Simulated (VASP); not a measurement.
# MnSb (P6_3/mmc) in VASP: notebook

MnSb is run at these levels: PBEsol; tasks: single point.

All numbers are computed with VASP 6.6.1; they aren't measurements. Logs are shortened: lines on timing, memory, paths and dates and some standing lists are left out, and cuts for length are marked.

## 1. The cell of the first run

It takes space group P6_3/mmc (No. 194, hexagonal). Conventional cell: a = 3.720 Å, b = 3.720 Å, c = 5.181 Å, α = 90.00°, β = 90.00°, γ = 120.00°. Within 3.3 Å of Mn (site symmetry -3m) lie 6 Sb at 2.51 Å and 2 Mn at 2.59 Å. Sb (site symmetry -6m2) has 6 Mn at 2.51 Å and 6 Sb at 3.36 Å within 3.4 Å.

## 2. Single point, PBEsol, collinear spin, ferromagnetic start (15.52 Å³/atom)

The input, INCAR:

```
SYSTEM = MnSb
PREC = Accurate
ENCUT = 520
EDIFF = 1E-6
ISMEAR = -1
SIGMA = 0.1
LREAL = .False.
LASPH = .True.
NELM = 150
ALGO = Normal
ISIF = 2
LWAVE = .False.
LCHARG = .False.
ISPIN = 2
MAGMOM = 4 4 0 0
LORBIT = 11
LMAXMIX = 4
GGA = PS
NBANDS = 30
```

The input, KPOINTS:

```
regular mesh
0
Gamma
  9 9 6
  0 0 0
```

The input, POSCAR:

```
MnSb
1.0
    3.7195659396      0.0000000000      0.0000000000
   -1.8597829698      3.2212385948      0.0000000000
    0.0000000000      0.0000000000      5.1805038870
Mn Sb
2 2
Direct
    0.0000000000      0.0000000000      0.0000000000
    0.0000000000      0.0000000000      0.5000000000
    0.3333333333      0.6666666667      0.2500000000
    0.6666666667      0.3333333333      0.7500000000
```

Potentials or basis: VASP PAW PBE potentials, release 64 (Mn_pv, Sb).

Started as:

```console
$ cat potpaw_PBE.64/Mn_pv/POTCAR potpaw_PBE.64/Sb/POTCAR > POTCAR
$ mpirun -np 1 vasp_std > vasp.out
```

OUTCAR:

```text
SYSTEM = MnSb
   PREC = Accurate
   ENCUT = 520
   EDIFF = 1E-6
   ISMEAR = -1
   LREAL = .False.
   LASPH = .True.
   NELM = 150
   ISIF = 2
   ISPIN = 2
   LORBIT = 11
   GGA = PS

 ion  position               nearest neighbor table
   1  0.000  0.000  0.000-   3 2.51   4 2.51   4 2.51   3 2.51   4 2.51   3 2.51   2 2.59   2 2.59

   2  0.000  0.000  0.500-   3 2.51   4 2.51   4 2.51   3 2.51   4 2.51   3 2.51   1 2.59   1 2.59

   3  0.333  0.667  0.250-   1 2.51   2 2.51   1 2.51   2 2.51   1 2.51   2 2.51   4 3.36   4 3.36
                             4 3.36   4 3.36   4 3.36   4 3.36
   4  0.667  0.333  0.750-   1 2.51   2 2.51   1 2.51   2 2.51   1 2.51   2 2.51   3 3.36   3 3.36
                             3 3.36   3 3.36   3 3.36   3 3.36

  LATTYP: Found a hexagonal cell.
 ALAT       =     3.7195659396
 C/A-ratio  =     1.3927710843

  Lattice vectors:

 A1 = (   3.7195659396,   0.0000000000,   0.0000000000)
 A2 = (  -1.8597829698,   3.2212385948,   0.0000000000)
 A3 = (   0.0000000000,   0.0000000000,   5.1805038870)

Analysis of symmetry for initial positions (statically):
=====================================================================
 Subroutine PRICEL returns:
 Original cell was already a primitive cell.

 Routine SETGRP: Setting up the symmetry group for a
 hexagonal supercell.

 Subroutine GETGRP returns: Found 24 space group operations
 (whereof 12 operations were pure point group operations)
 out of a pool of 24 trial point group operations.

The static configuration has the point symmetry D_3d.
 The point group associated with its full space group is D_6h.

Analysis of symmetry for dynamics (positions and initial velocities):
=====================================================================
 Subroutine PRICEL returns:
 Original cell was already a primitive cell.

 Routine SETGRP: Setting up the symmetry group for a
 hexagonal supercell.

 Subroutine GETGRP returns: Found 24 space group operations
 (whereof 12 operations were pure point group operations)
 out of a pool of 24 trial point group operations.

The dynamic configuration has the point symmetry D_3d.
 The point group associated with its full space group is D_6h.

Analysis of structural, dynamic, and magnetic symmetry:
=====================================================================
 Subroutine PRICEL returns:
 Original cell was already a primitive cell.

 Routine SETGRP: Setting up the symmetry group for a
 hexagonal supercell.

 Subroutine GETGRP returns: Found 24 space group operations
 (whereof 12 operations were pure point group operations)
 out of a pool of 24 trial point group operations.

The overall configuration has the point symmetry D_3d.
 The point group associated with its full space group is D_6h.

 Subroutine INISYM returns: Found 24 space group operations
 (whereof 12 operations are pure point group operations),
 and found     1 'primitive' translations

----------------------------------------------------------------------------------------

                                     Primitive cell

  volume of cell :      62.0708

  direct lattice vectors                    reciprocal lattice vectors
     3.719565940  0.000000000  0.000000000     0.268848574  0.155219797  0.000000000
    -1.859782970  3.221238595  0.000000000     0.000000000  0.310439594  0.000000000
     0.000000000  0.000000000  5.180503887     0.000000000  0.000000000  0.193031416

  length of vectors
     3.719565940  3.719565940  5.180503887     0.310439594  0.310439594  0.193031416

  position of ions in fractional coordinates (direct lattice)
     0.000000000  0.000000000  0.000000000
     0.000000000  0.000000000  0.500000000
     0.333333333  0.666666667  0.250000000
     0.666666667  0.333333333  0.750000000

  ion indices of the primitive-cell ions
   primitive index   ion index
                 1           1
                 2           2
                 3           3
                 4           4

----------------------------------------------------------------------------------------

 KPOINTS: regular mesh

Automatic generation of k-mesh.
 Grid dimensions read from file:
 generate k-points for:    9    9    6

 Generating k-lattice:

  Cartesian coordinates                     Fractional coordinates (reciprocal lattice)
     0.029872064  0.017246644  0.000000000     0.111111111  0.000000000  0.000000000
     0.000000000  0.034493288  0.000000000     0.000000000  0.111111111  0.000000000
     0.000000000  0.000000000  0.032171903     0.000000000  0.000000000  0.166666667

  Length of vectors
     0.034493288  0.034493288  0.032171903

  Shift w.r.t. Gamma in fractional coordinates (k-lattice)
     0.000000000  0.000000000  0.000000000

 Subroutine IBZKPT returns following result:
 ===========================================

 Found     48 irreducible k-points:

 Following reciprocal coordinates:
            Coordinates               Weight
  0.000000  0.000000  0.000000      1.000000
  0.111111  0.000000  0.000000      6.000000
  0.222222  0.000000  0.000000      6.000000
  0.333333  0.000000  0.000000      6.000000
  0.444444  0.000000  0.000000      6.000000
  0.111111  0.111111  0.000000      6.000000
[... 16 lines left out ...]
  0.333333  0.222222  0.166667     24.000000
  0.333333  0.333333  0.166667      4.000000
 [... further k-points ...]
   k-points           NKPTS =     48   k-points in BZ     NKDIM =     48   number of bands    NBANDS=     30
   number of dos      NEDOS =    301   number of ions     NIONS =      4
   total plane-waves  NPLWV =  31360
   dimension x,y,z NGX =    28 NGY =   28 NGZ =   40
   dimension x,y,z NGXF=    56 NGYF=   56 NGZF=   80
   ions per type =               2   2
   NGX,Y,Z   is equivalent  to a cutoff of  12.51, 12.51, 12.84 a.u.
   NGXF,Y,Z  is equivalent  to a cutoff of  25.03, 25.03, 25.67 a.u.
 SYSTEM =  MnSb
   PREC   = accura    normal or accurate (medium, high low for compatibility)
   ISTART =      0    job   : 0-new  1-cont  2-samecut
   ICHARG =      2    charge: 1-file 2-atom 10-const
   ISPIN  =      2    spin polarized calculation?
   LNONCOLLINEAR =      F non collinear calculations
   LSORBIT =      F    spin-orbit coupling
   LASPH  =      T    aspherical Exc in radial PAW
   ENCUT  =  520.0 eV  38.22 Ry    6.18 a.u.   6.92  6.92  9.63*2*pi/ulx,y,z
   NELM   =    150;   NELMIN=  2; NELMDL= -5     # of ELM steps
   EDIFF  = 0.1E-05   stopping-criterion for ELM
   LREAL  =      F    real-space projection
   EDIFFG = 0.1E-04   stopping-criterion for IOM
   NSW    =      0    number of steps for IOM
   IBRION =     -1    ionic relax: 0-MD 1-quasi-New 2-CG
   NFREE  =      0    steps in history (QN), initial steepest desc. (CG)
   ISIF   =      2    stress and relaxation
   ISYM   =      2    0-nonsym 1-usesym 2-fastsym
   POTIM  = 0.5000    time-step for ionic-motion
   TEBEG  =    0.0;   TEEND  =   0.0 temperature during run
   PSTRESS=    0.0 pullay stress
   NELECT =      36.0000    total number of electrons
   NUPDOWN=      -1.0000    fix difference up-down
   EMIN   =  10.00;   EMAX   =-10.00  energy-range for DOS
   EFERMI =   0.00;   METHOD = LEGACY
   ISMEAR =    -1;   SIGMA  =   0.10  broadening in eV -4-tet -1-fermi 0-gaus
   EFERMI_NEDOS =   21; number of points for ismear=-14 and -15
   IALGO  =     38    algorithm
   IMIX   =      4    mixing-type and parameters
     AMIX     =   0.40;   BMIX     =  1.00
     AMIX_MAG =   1.60;   BMIX_MAG =  1.00
  volume/ion in A,a.u.               =      15.52       104.72
  Fermi-wavevector in a.u.,A,eV,Ry     =   1.365253  2.579955 25.360130  1.863917
  Thomas-Fermi vector in A             =   2.491498
   LORBIT       =     11    0 simple, 1 ext, 2 COOP (PROOUT), +10 PAW based schemes
   GGA     = PS    functional components
   LHFCALC =     F    Hartree Fock is set to
   AEXX    =    0.0000 exact exchange contribution
   IVDW    =     0    specifies the selected vdW correction
   LEPSILON=     F    determine dielectric tensor
   LRPA    =     F    only Hartree local field effects (RPA)
 spin polarized calculation
  energy-cutoff  :      520.00
  volume of cell :       62.07
 maximum number of plane-waves:      1686
 NGX is ok and might be reduce to    28
   NGX = 13   NGY = 13   NGZ = 19

 number of electron      35.9999975 magnetization       3.6096626

 Free energy of the ion-electron system (eV)
  ---------------------------------------------------
  ext. energy  EPLUGINS =         0.00000000
  ---------------------------------------------------
  free energy    TOTEN  =       -27.80121106 eV

  energy without entropy =      -27.65249202  energy(sigma->0) =      -27.72685154

 E-fermi :  11.5675     XC(G=0): -12.3763

 val. band max:       11.5606340116   @ k =   0.2222   0.1111   0.3333
 cond. band min:      11.5690977165   @ k =   0.2222   0.2222   0.1667
 fundamental gap:      0.0084637049
 Fermi energy:        11.5674593201

 spin component 1

 k-point     1 :       0.0000    0.0000    0.0000
  band No.  band energies     occupation
      1     -37.0142      1.00000
      2     -36.9758      1.00000
      3     -36.9758      1.00000
      4     -36.9460      1.00000
      5     -36.9460      1.00000
      6     -36.7379      1.00000
[... 781 lines left out ...]
     29      22.9553      0.00000
     30      23.2148      0.00000

 [... further k-points ...]

 spin component 2

 k-point     1 :       0.0000    0.0000    0.0000
  band No.  band energies     occupation
      1     -35.2168      1.00000
      2     -35.0658      1.00000
      3     -35.0658      1.00000
      4     -35.0331      1.00000
      5     -35.0331      1.00000
      6     -34.9171      1.00000
[... 781 lines left out ...]
     29      23.0363      0.00000
     30      23.4728      0.00000

 [... further k-points ...]

------------------------ aborting loop because EDIFF is reached ----------------------------------------

  FORCE on cell =-STRESS in cart. coord.  units (eV):
  Direction    XX          YY          ZZ          XY          YZ          ZX
  --------------------------------------------------------------------------------------
  -------------------------------------------------------------------------------------
  Total        9.2926045      9.2926045      8.2534775      0.0000000      0.0000000      0.0000000
  in kB      239.8616822    239.8616822    213.0396269      0.0000000      0.0000000      0.0000000
  external PRESSURE =     230.9209971 kB  Pullay stress =       0.0000000 kB

 VOLUME and BASIS-vectors are now :
 -----------------------------------------------------------------------------
  energy-cutoff  :      520.00
  volume of cell :       62.07
      direct lattice vectors                 reciprocal lattice vectors
     3.719565940  0.000000000  0.000000000     0.268848574  0.155219797  0.000000000
    -1.859782970  3.221238595  0.000000000     0.000000000  0.310439594  0.000000000
     0.000000000  0.000000000  5.180503887     0.000000000  0.000000000  0.193031416

 POSITION                                       TOTAL-FORCE (eV/Angst)
 -----------------------------------------------------------------------------------
      0.00000      0.00000      0.00000         0.000000     -0.000000     -0.000000
      0.00000      0.00000      2.59025         0.000000     -0.000000     -0.000000
     -0.00000      2.14749      1.29513         0.000000     -0.000000     -0.000000
      1.85978      1.07375      3.88538        -0.000000      0.000000      0.000000
 -----------------------------------------------------------------------------------
    total drift:                               -0.000000      0.000000     -0.000000

  FREE ENERGIE OF THE ION-ELECTRON SYSTEM (eV)
  ---------------------------------------------------
  free  energy   TOTEN  =       -27.8012110618 eV

  energy  without entropy=      -27.6524920220  energy(sigma->0) =      -27.72685154

 total charge

# of ion       s       p       d       tot
------------------------------------------
    1        0.350   6.349   5.374  12.073
    2        0.350   6.349   5.374  12.073
    3        1.112   1.417   0.106   2.635
    4        1.112   1.417   0.106   2.635
--------------------------------------------------
tot          2.922  15.532  10.960  29.414

 magnetization (x)

# of ion       s       p       d       tot
------------------------------------------
    1        0.021   0.018   1.801   1.840
    2        0.021   0.018   1.801   1.840
    3       -0.012  -0.070   0.005  -0.076
    4       -0.012  -0.070   0.005  -0.076
--------------------------------------------------
tot          0.017  -0.102   3.612   3.527
```

Wall time 3.9 min (1 thread of Intel Xeon 8259CL, shared host); peak memory 0.29 GiB.

What came out:

| Item | Value |
| --- | --- |
| Free energy | -27.8012 eV |
| Pressure | 23.1 GPa |
| Net moment | 3.61 μB per cell |
| Site moments | Mn +1.84; Sb -0.08 μB |
| Valence electrons inside the program's atomic spheres | Mn 12.07; Sb 2.63 |

Stress tensor (GPa, compression positive):
```
23.99  0.00  0.00
 0.00 23.99  0.00
 0.00  0.00 21.30
```

Levels at points of the mesh, in eV from the Fermi level:
Spin up:
```
           k point  band 16  band 17  band 18  band 19  band 20  band 21  band 22  band 23  band 24  band 25
(0.00, 0.00, 0.00)    -1.87    -0.72    -0.72     1.41     1.54     1.54     3.95     4.35     4.53     4.53
(0.00, 0.00, 0.50)    -1.89    -1.89    -1.89     1.02     1.02     3.67     3.67     3.67     3.67     5.97
```
Spin down:
```csv
k point,band 12,band 13,band 14,band 15,band 16,band 17,band 18,band 19,band 20,band 21
"(0.00, 0.00, 0.00)",-2.08,-1.03,-1.03,-0.38,-0.38,1.10,1.10,1.67,1.67,2.91
"(0.00, 0.00, 0.50)",-2.38,-2.38,-2.38,-0.25,-0.25,-0.25,-0.25,1.60,1.60,4.36
```

Caveat: the cell stands under pressure; the PAW data sets were made with another functional, which shifts forces and pressure a little; spin-orbit coupling is left out, which moves the levels of the heavy elements; only a ferromagnetic start was run, and an antiferromagnetic order may lie lower in energy.

## 3. Single point, PBEsol, collinear spin, ferromagnetic start (17.24 Å³/atom)

This run uses another cell than the first one, of 17.24 Å³/atom.

The input, INCAR:

```
SYSTEM = MnSb
PREC = Accurate
ENCUT = 520
EDIFF = 1E-7
ISMEAR = -1
SIGMA = 0.1
LREAL = .FALSE.
LASPH = .TRUE.
NELM = 150
ALGO = Normal
ISIF = 2
LWAVE = .FALSE.
LCHARG = .FALSE.
ISPIN = 2
MAGMOM = 4 4 0 0
LORBIT = 11
LMAXMIX = 4
GGA = PS
NBANDS = 30
```

The input, KPOINTS:

```
Automatic mesh
0
G
  9 9 6
  0 0 0
```

The input, POSCAR:

```
MnSb
1.0
    3.8525187319      0.0000000000      0.0000000000
   -1.9262593660      3.3363790904      0.0000000000
    0.0000000000      0.0000000000      5.3656766917
Mn Sb
2 2
Direct
    0.0000000000      0.0000000000      0.0000000000
    0.0000000000      0.0000000000      0.5000000000
    0.3333333333      0.6666666667      0.2500000000
    0.6666666667      0.3333333333      0.7500000000
```

Potentials or basis: VASP PAW PBE potentials, release 64 (Mn_pv, Sb).

Started as:

```console
$ cat potpaw_PBE.64/Mn_pv/POTCAR potpaw_PBE.64/Sb/POTCAR > POTCAR
$ mpirun -np 1 vasp_std > vasp.out
```

It took 5.2 min on 1 thread of Intel Xeon 8259CL, shared host; peak memory 0.31 GiB.

It converged, with:

```
Free energy                                           : -28.4187 eV
Pressure                                              : 7.0 GPa
Net moment                                            : 4.66 μB per cell
Site moments                                          : Mn +2.37; Sb -0.10 μB
Valence electrons inside the program's atomic spheres : Mn 11.86; Sb 2.55
```

Stress tensor (GPa, compression positive):
```
7.80 0.00 0.00
0.00 7.80 0.00
0.00 0.00 5.31
```

Levels at points of the mesh, in eV from the Fermi level:
Spin up:
```tsv
k point	band 17	band 18	band 19	band 20	band 21	band 22	band 23	band 24
(0.00, 0.00, 0.00)	-1.15	-1.15	0.69	1.03	1.03	3.57	3.61	3.61
(0.00, 0.00, 0.50)	-2.15	-2.15	0.35	0.35	2.86	2.86	2.86	2.86
```
Spin down:
| k point | band 14 | band 15 | band 16 | band 17 | band 18 | band 19 |
| --- | --- | --- | --- | --- | --- | --- |
| (0.00, 0.00, 0.00) | -0.74 | -0.21 | -0.21 | 1.15 | 1.15 | 1.17 |
| (0.00, 0.00, 0.50) | -2.17 | -0.05 | -0.05 | -0.05 | -0.05 | 1.17 |

Caveat: the cell stands under pressure; the PAW data sets were made with another functional, which shifts forces and pressure a little; spin-orbit coupling is left out, which moves the levels of the heavy elements; only a ferromagnetic start was run, and an antiferromagnetic order may lie lower in energy.

## 4. Single point, PBEsol, collinear spin, ferromagnetic start (18.32 Å³/atom)

This run uses another cell than the first one, of 18.32 Å³/atom.

The input, INCAR:

```
SYSTEM = MnSb
  ALGO = Normal
  EDIFF = 1E-7
  ENCUT = 520
  GGA = PS
  ISIF = 2
  ISMEAR = -1
  ISPIN = 2
  LASPH = .True.
  LCHARG = .True.
  LELF = .True.
  LMAXMIX = 4
  LORBIT = 11
  LREAL = .False.
  LVHAR = .True.
  LWAVE = .False.
  MAGMOM = 4 4 0 0
  NBANDS = 30
  NELM = 150
  PREC = Accurate
  SIGMA = 0.1
```

The input, KPOINTS:

```
k-points
0
Gamma
  9 9 6
  0 0 0
```

The input, POSCAR:

```
MnSb
1.0
    3.9311631843      0.0000000000      0.0000000000
   -1.9655815922      3.4044871840      0.0000000000
    0.0000000000      0.0000000000      5.4752104109
Mn Sb
2 2
Direct
    0.0000000000      0.0000000000      0.0000000000
    0.0000000000      0.0000000000      0.5000000000
    0.3333333333      0.6666666667      0.2500000000
    0.6666666667      0.3333333333      0.7500000000
```

Started as:

```console
$ cat potpaw_PBE.64/Mn_pv/POTCAR potpaw_PBE.64/Sb/POTCAR > POTCAR
$ mpirun -np 1 vasp_std > vasp.out
```

Run time: 5.8 min. Hardware: 1 thread of Intel Xeon 8259CL, shared host; peak memory 0.32 GiB.

Results (log left out):

| Item | Value |
| --- | --- |
| Free energy | -28.5279 eV |
| Pressure | 1.6 GPa |
| Net moment | 5.36 μB per cell |
| Site moments | Mn +2.72; Sb -0.11 μB |
| Valence electrons inside the program's atomic spheres | Mn 11.75; Sb 2.52 |

Stress tensor (GPa, compression positive):
```
2.17 0.00 0.00
0.00 2.17 0.00
0.00 0.00 0.37
```

Levels at points of the mesh, in eV from the Fermi level:
Spin up:
```
           k point  band 18  band 19  band 20  band 21  band 22  band 23  band 24  band 25
(0.00, 0.00, 0.00)    -1.39     0.29     0.81     0.81     3.15     3.15     3.27     3.37
(0.00, 0.00, 0.50)    -2.29     0.02     0.02     2.46     2.46     2.46     2.46     5.30
```
Spin down:
| k point | band 11 | band 12 | band 13 | band 14 | band 15 | band 16 | band 17 | band 18 | band 19 | band 20 |
| --- | --- | --- | --- | --- | --- | --- | --- | --- | --- | --- |
| (0.00, 0.00, 0.00) | -2.98 | -1.47 | -0.54 | -0.54 | -0.08 | -0.08 | 0.95 | 0.95 | 1.22 | 1.22 |
| (0.00, 0.00, 0.50) | -2.02 | -2.02 | -2.02 | -2.02 | 0.10 | 0.10 | 0.10 | 0.10 | 1.03 | 1.03 |

Caveat: the PAW data sets were made with another functional, which shifts forces and pressure a little; spin-orbit coupling is left out, which moves the levels of the heavy elements; only a ferromagnetic start was run, and an antiferromagnetic order may lie lower in energy.

## 5. The runs side by side

```tsv
cell	gap on the mesh (eV)	pressure (GPa)	moment (μB)
a = 3.720, b = 3.720, c = 5.181 Å, angles 90.0, 90.0, 120.0°, 4 atoms	none	23.1	3.61
a = 3.853, b = 3.853, c = 5.366 Å, angles 90.0, 90.0, 120.0°, 4 atoms	none	7.0	4.66
a = 3.931, b = 3.931, c = 5.475 Å, angles 90.0, 90.0, 120.0°, 4 atoms	none	1.6	5.36
```

Alike in all rows: task single point; level PBEsol; potentials or basis VASP PAW PBE potentials, release 64 (Mn_pv, Sb); spin collinear, ferromagnetic start; k mesh 9 × 9 × 6; cutoff (eV) 520; smearing fermi-dirac 0.1 eV.

Caveats: the PAW data sets were made with another functional, which shifts forces and pressure a little; spin-orbit coupling is left out, which moves the levels of the heavy elements; only a ferromagnetic start was run, and an antiferromagnetic order may lie lower in energy; the cell stands under pressure (at least some runs).

Absolute energies hang on the potentials; compare differences alone.
